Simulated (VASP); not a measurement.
Write the native input for VASP 6.6.1 that does the following.

* Task: single point
* Functional: PBE
* Dispersion: D3(BJ)
* Potentials or basis: VASP PAW PBE potentials, release 64 (W_sv, Se)
* Cutoff: 520 eV
* k mesh: 9 × 9 × 4
* Occupations: gaussian, width 0.05 eV
* Spin: no spin polarisation
* Dipole correction: no
* Further INCAR settings: ALGO = Normal; EDIFF = 1e-06; NBANDS = 20

The structure of WSe2 lies in POSCAR:

```
WSe2
1.0
    3.0658514365      0.0000000000      0.0000000000
   -1.5329257183      3.2230421755      0.0000000000
    0.0000000000      0.0000000000      6.5152257712
W Se
1 2
Direct
    0.0000000000      0.0000000000      0.0000000000
    0.3333333333      0.6666666667      0.2405528385
    0.3333333333      0.6666666667      0.7594471615
```

This cell differs from its parent crystal: strain +e along x and -e along y -0.1000, strain +e along z and -e/2 along x and y -0.0700.

One way to write it, as run:

INCAR

```
SYSTEM = WSe2
PREC = Accurate
ENCUT = 520
EDIFF = 1E-6
ISMEAR = 0
SIGMA = 0.05
LREAL = .False.
LASPH = .True.
NELM = 80
ALGO = Normal
ISIF = 2
LWAVE = .False.
LCHARG = .False.
GGA = PE
IVDW = 12
NBANDS = 20
```

KPOINTS

```
regular mesh
0
Gamma
  9 9 4
  0 0 0
```

Potentials or basis: VASP PAW PBE potentials, release 64 (W_sv, Se).

The run is started by

```bash
$ cat potpaw_PBE.64/W_sv/POTCAR potpaw_PBE.64/Se/POTCAR > POTCAR
$ mpirun -np 1 vasp_std > vasp.out
```

It gave:

```yaml
Pressure: 6.7 GPa
Largest_force: 1.556 eV/Å
Band_gap_on_the_k_mesh: 0.61 eV (least direct gap 1.02 eV)
Dispersion_energy_per_atom: -0.437 eV
```

Caveat: the cell differs from its parent crystal (strain +e along x and -e along y -0.1000, strain +e along z and -e/2 along x and y -0.0700); the stress differs along the axes, from -11 to 17 GPa; spin-orbit coupling is left out, which moves the levels of the heavy elements; forces of over 1 eV/Å act on the atoms, so gaps and moduli don't describe the material at rest.

Wall time 89 s on 1 thread of AMD EPYC 7R13, with other jobs on the host, peak memory 0.25 GiB.
